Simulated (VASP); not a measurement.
A run of VASP 6.6.1 is set up as follows.

INCAR

```
SYSTEM = Si
PREC = Accurate
ENCUT = 500
EDIFF = 1E-6
ISMEAR = 1
SIGMA = 0.05
LREAL = .False.
LASPH = .True.
NELM = 120
ALGO = Normal
ISIF = 2
LWAVE = .False.
LCHARG = .False.
GGA = PE
NBANDS = 11
GGA_COMPAT = .False.
```

File KPOINTS:

```
Automatic mesh
0
Gamma
  14 14 14
  0 0 0
```

Contents of POSCAR:

```
Si
1.0
   -2.3713700000      2.3713700000      1.3292650000
    2.3713700000     -2.3713700000      1.3292650000
    2.3713700000      2.3713700000     -1.3292650000
Si
2
Direct
    0.2500000000      0.7500000000      0.5000000000
    0.5000000000      0.5000000000      0.0000000000
```

Potentials or basis: VASP PAW PBE potentials, release 64 (Si).

Run with:

```sh
$ cat potpaw_PBE.64/Si/POTCAR > POTCAR
$ mpirun -np 1 vasp_std > vasp.out
```

Problem. What does it give for the pressure?

Solution. 3.0 GPa.

Problem. What does it give for the band gap on the k mesh?

Solution. Zero (bands 4 and 5 overlap by 6.44 eV).

Stress tensor (GPa, compression positive):
```
3.54 0.00 0.00
0.00 3.54 0.00
0.00 0.00 2.03
```

Caveat: the cell stands under pressure.
